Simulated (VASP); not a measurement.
Write the native input for VASP 6.6.1 that does the following.

```yaml
Task: single point
Functional: PBE
Potentials_or_basis: VASP PAW PBE potentials, release 64 (Si, C)
Cutoff: 520 eV
k_mesh: 16 × 16 × 16
Occupations: fermi-dirac, width 0.1 eV
Spin: no spin polarisation
Dipole_correction: no
Further_INCAR_settings: ALGO = Normal; EDIFF = 1e-06; NBANDS = 11
```

The structure of SiC (rocksalt type) lies in POSCAR:

```
SiC
1.0
    0.0000000000      1.9800149615      1.9800149615
    1.9800149615      0.0000000000      1.9800149615
    1.9800149615      1.9800149615      0.0000000000
Si C
1 1
Direct
    0.0000000000      0.0000000000      0.0000000000
    0.5000000000      0.5000000000      0.5000000000
```

The input as run:

INCAR

```
PREC = Accurate ; ENCUT = 520
EDIFF = 1E-6 ; ISMEAR = -1
SIGMA = 0.1 ; LREAL = F
LASPH = T ; NELM = 60
ALGO = Normal ; ISIF = 2
LWAVE = F ; LCHARG = F
GGA = PE ; NBANDS = 11
```

KPOINTS

```
regular mesh
0
Gamma
  16 16 16
```

Potentials or basis: VASP PAW PBE potentials, release 64 (Si, C).

Launch:

```sh
$ cat potpaw_PBE.64/Si/POTCAR potpaw_PBE.64/C/POTCAR > POTCAR
$ mpirun -np 1 vasp_std > vasp.out
```

It gave:

| Quantity | Value |
| --- | --- |
| Pressure | 21.1 GPa |
| Band gap on the k mesh | zero (band 4 reaches 13.50 eV, above the bottom of band 5 at 12.97 eV) |

Run time: 6.8 s on 1 thread of Intel(R) Xeon(R) 6975P-C (Granite Rapids), on a shared host, peak memory 0.14 GiB.
